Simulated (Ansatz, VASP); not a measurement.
# PbS in VASP and in Ansatz

Contents of INCAR:

```
ALGO = Normal ; EDIFF = 1E-6
ENCUT = 520 ; ISIF = 2
ISMEAR = -1 ; LASPH = T
LCHARG = F ; LREAL = F
LWAVE = F ; NBANDS = 17
NELM = 60 ; PREC = Accurate
SIGMA = 0.01
```

Contents of KPOINTS:

```
k-points
0
Gamma
  7 7 7
```

Contents of POSCAR:

```
PbS
1.0
    0.0000000000      2.9550835380      2.9550835380
    2.9550835380      0.0000000000      2.9550835380
    2.9550835380      2.9550835380      0.0000000000
Pb S
1 1
Direct
    0.0000000000      0.0000000000      0.0000000000
    0.5000000000      0.5000000000      0.5000000000
```

Input for Ansatz:

```yaml
crystal:
  lattice:
    - [0.0, 2.955083538, 2.955083538]
    - [2.955083538, 0.0, 2.955083538]
    - [2.955083538, 2.955083538, 0.0]
  atoms:
    - { symbol: Pb, position: [0.0, 0.0, 0.0] }
    - { symbol: S, position: [0.5, 0.5, 0.5] }
kpoints:
  mp_grid: { grid: [7, 7, 7] }
  band_path:
    path:
      - [0.0, 0.0, 0.0]
      - [0.5, 0.0, 0.5]
      - [0.625, 0.25, 0.625]
      - [0.375, 0.375, 0.75]
      - [0.0, 0.0, 0.0]
      - [0.5, 0.5, 0.5]
      - [0.5, 0.25, 0.75]
      - [0.5, 0.0, 0.5]
    npoints: 5
scf:
  occupations: { method: fermi_dirac, width: 0.01 }
hamiltonian:
  xc: lda
  pseudopotentials: { kind: all_electron, lapw: { basis_error: 0.00025 } }
output:
  forces: true
  stress: true
  eigenvalues: true
```

Change from the starting cell: volume scaled by 0.99.

Alike in both runs: task single point; functional LDA; k mesh 7 × 7 × 7; occupations fermi-dirac, width 0.01 eV; no spin polarisation.

|  | VASP | Ansatz |
| --- | --- | --- |
| version | VASP 6.6.1 | Ansatz 0.2.0 |
| potentials or method | VASP PAW LDA potentials, release 64 (Pb_d, S), cutoff 520 eV | all-electron LAPW, scalar-relativistic |

Ansatz gave:

- pressure (GPa): -2.1

Question: Which values does VASP return?

Answer: Pressure (GPa): -2.0.

LDA's correlation is that of Perdew and Zunger in VASP and of Perdew and Wang (1992) in Ansatz. Ansatz ran all-electron here, and VASP with PAW potentials.

Spin-orbit coupling is off throughout.
